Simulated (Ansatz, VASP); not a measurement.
MgS: VASP beside Ansatz

INCAR

```
  PREC = Accurate
  ENCUT = 600
  EDIFF = 1E-7
  ISMEAR = 0
  SIGMA = 0.02
  LREAL = F
  LASPH = T
  NELM = 100
  ALGO = Normal
  ISIF = 3
  LWAVE = F
  LCHARG = F
  GGA = PE
  IBRION = 2
  NSW = 100
  EDIFFG = -0.01
```

The input KPOINTS:

```
Automatic mesh
0
Gamma
  6 6 6
```

File POSCAR:

```
MgS
1.0
    6.2914138222      0.0000000000      0.0000000000
   -3.1457069111      5.4485241957      0.0000000000
    0.0000000000      0.0000000000      4.4547787973
Mg S
1 1
Direct
    0.0000000000      0.0000000000      0.0000000000
    0.0000000000      0.0000000000      0.5000000000
```

Input for Ansatz:

```yaml
crystal:
  lattice:
    - [6.2914138222, 0.0, 0.0]
    - [-3.1457069111, 5.4485241957, 0.0]
    - [0.0, 0.0, 4.4547787973]
  atoms:
    - { symbol: Mg, position: [0.0, 0.0, 0.0] }
    - { symbol: S, position: [0.0, 0.0, 0.5] }
basis:
  ecutwfc: 420
kpoints:
  mp_grid: { grid: [6, 6, 6] }
hamiltonian:
  xc: pbe
scf:
  occupations: { method: gaussian, width: 0.02 }
output:
  forces: true
  stress: true
  eigenvalues: true
  write_density: true
  write_potential: true
  elf: true
  volumetric_format: npy
relax:
  adjacent_minimum: "off"
  f_tol: 0.01
  max_steps: 80
  cell: { stress_tol: 0.05 }
```

Alike in both runs: task relaxation of cell and atoms; functional PBE; k mesh 6 × 6 × 6; occupations gaussian, width 0.02 eV; no spin polarisation.

```csv
,VASP,Ansatz
version,VASP 6.6.1,Ansatz 0.2.0
potentials or method,"VASP PAW PBE potentials, release 64 (Mg, S), cutoff 600 eV","scalar-relativistic, plane waves, PAW"
valence electrons in the cell,8,16
```

|  | VASP | Ansatz | Ansatz less VASP |
| --- | --- | --- | --- |
| gap on the k mesh at the Fermi level, each at its own relaxed structure (eV) | 2.57 | 2.37 | -0.200 |
| relaxed volume (Å³/atom) | 95.02 | 76.35 | -18.672 |
| relaxed cell length with the largest relative difference (Å) | 7.018 | 6.291 | -0.7265 |

One of these differences is far larger than is usual between the two programs; its cause wasn't traced. VASP's potentials hold 8 valence electrons a cell and Ansatz's 16, so a difference there can come from the potentials and not from the codes. Ansatz's warnings: xc potential rough in thin density.

Noted on VASP's run: the volume moved by over 15 % at a fixed basis, so the end points are rough.
